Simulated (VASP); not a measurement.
Wanted: the native input for a VASP 6.6.1 run.

| Property | Result |
| --- | --- |
| Task | single point |
| Functional | PBEsol |
| Potentials or basis | VASP PAW PBE potentials, release 64 (Cu) |
| Cutoff | 520 eV |
| k mesh | 20 × 20 × 20 |
| Occupations | gaussian, width 0.15 eV |
| Spin | no spin polarisation |
| Dipole correction | no |
| Further INCAR settings | ALGO = Fast; EDIFF = 1e-07; NBANDS = 18 |

The structure of Cu lies in POSCAR:

```
Cu
1.0
    1.2184636900     -3.9763780104      0.0000000000
    1.2184636900      3.9763780104      0.0000000000
    0.0000000000      0.0000000000      2.2774558816
Cu
2
Direct
    0.1338666500      0.8661333500      0.2500000000
    0.8661333500      0.1338666500      0.7500000000
```

This cell differs from its parent crystal: strain +0.000 along x and y, -0.080 along z.

The input as run:

INCAR

```
  ALGO = Fast
  EDIFF = 1E-7
  ENCUT = 520
  GGA = PS
  ISIF = 2
  ISMEAR = 0
  LASPH = T
  LCHARG = F
  LREAL = F
  LWAVE = F
  NBANDS = 18
  NELM = 100
  PREC = Accurate
  SIGMA = 0.15
```

KPOINTS

```
k-points
0
Gamma
  20 20 20
```

Potentials or basis: VASP PAW PBE potentials, release 64 (Cu).

The run is started by

```console
$ cat potpaw_PBE.64/Cu/POTCAR > POTCAR
$ mpirun -np 1 vasp_std > vasp.out
```

Results of the run:

The pressure is 16.5 GPa. The largest force is 0.078 eV/Å and the band gap on the k mesh is zero (bands 11 and 12 overlap by 6.04 eV).

Caveat: the cell differs from its parent crystal (strain +0.000 along x and y, -0.080 along z); the stress differs along the axes, from 3 to 35 GPa; the PAW data sets were made with another functional, which shifts forces and pressure a little.

Wall time 6.6 min on 1 thread of Intel(R) Xeon(R) Platinum 8488C (Sapphire Rapids), with other jobs on the host, peak memory 0.48 GiB.
